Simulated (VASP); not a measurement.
A run of VASP 6.6.1:

The input INCAR:

```
PREC = Accurate
ENCUT = 520
EDIFF = 1E-6
ISMEAR = 0
SIGMA = 0.1
LREAL = False
LASPH = True
NELM = 80
ALGO = Normal
ISIF = 2
LWAVE = False
LCHARG = False
GGA = PE
NBANDS = 24
```

KPOINTS

```
regular mesh
0
Gamma
  6 6 2
```

The input POSCAR:

```
AsP2
1.0
    3.8680913784      0.0000000032      0.0000000000
   -1.9340456920      3.3498653963      0.0000000000
    0.0000000000      0.0000000000      9.5078558820
P As
4 2
Direct
    0.6666666667      0.3333333333      0.3595316352
    0.3333333333      0.6666666667      0.6404683648
    0.3333333333      0.6666666667      0.8595316352
    0.6666666667      0.3333333333      0.1404683648
    0.0000000000      0.0000000000      0.5000000000
    0.0000000000      0.0000000000      0.0000000000
```

Potentials or basis: VASP PAW PBE potentials, release 64 (P, As).

Launch:

```console
$ cat potpaw_PBE.64/P/POTCAR potpaw_PBE.64/As/POTCAR > POTCAR
$ mpirun -np 1 vasp_std > vasp.out
```

Hardware: 1 thread of Oxide Virtual Turin-like Processor (shared host).

**Question.** Estimate the wall time of this run.

**Answer.** Run time: 55 s on 1 thread of Oxide Virtual Turin-like Processor (shared host), peak memory 0.21 GiB. Counts: scf iterations 14, k points 14.
